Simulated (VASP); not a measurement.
Here is a VASP 6.6.1 calculation.

INCAR

```
SYSTEM = Re
PREC     = Accurate       ! precision mode
ENCUT    = 520            ! plane-wave cutoff, eV
EDIFF    = 1E-7           ! SCF threshold, eV
ISMEAR   = 0              ! smearing method
SIGMA    = 0.15           ! smearing width, eV
LREAL    = .FALSE.        ! projectors in reciprocal space
LASPH    = .TRUE.         ! aspherical terms in the spheres
NELM     = 100            ! most SCF steps
ALGO     = Normal         ! electronic algorithm
ISIF     = 2              ! what is computed and relaxed
LWAVE    = .FALSE.        ! write WAVECAR
LCHARG   = .FALSE.        ! write CHGCAR
GGA      = PE             ! functional
NBANDS   = 10             ! bands
```

KPOINTS

```
Automatic mesh
0
G
  10 10 10
  0 0 0
```

POSCAR

```
Re
1.0
    0.0000000000      2.1837924845      1.5229768787
    2.1837924845      0.0000000000      1.5229768787
    2.1837924845      2.1837924845      0.0000000000
Re
1
Direct
    0.0000000000      0.0000000000      0.0000000000
```

Potentials or basis: VASP PAW PBE potentials, release 64 (Re).

Launch:

```console
$ cat potpaw_PBE.64/Re/POTCAR > POTCAR
$ mpirun -np 1 vasp_std > vasp.out
```

Question: Estimate the pressure.

Answer: 14.3 GPa.

Stress tensor (GPa, compression positive):
```
14.49  0.00  0.00
 0.00 14.49  0.00
 0.00  0.00 13.89
```
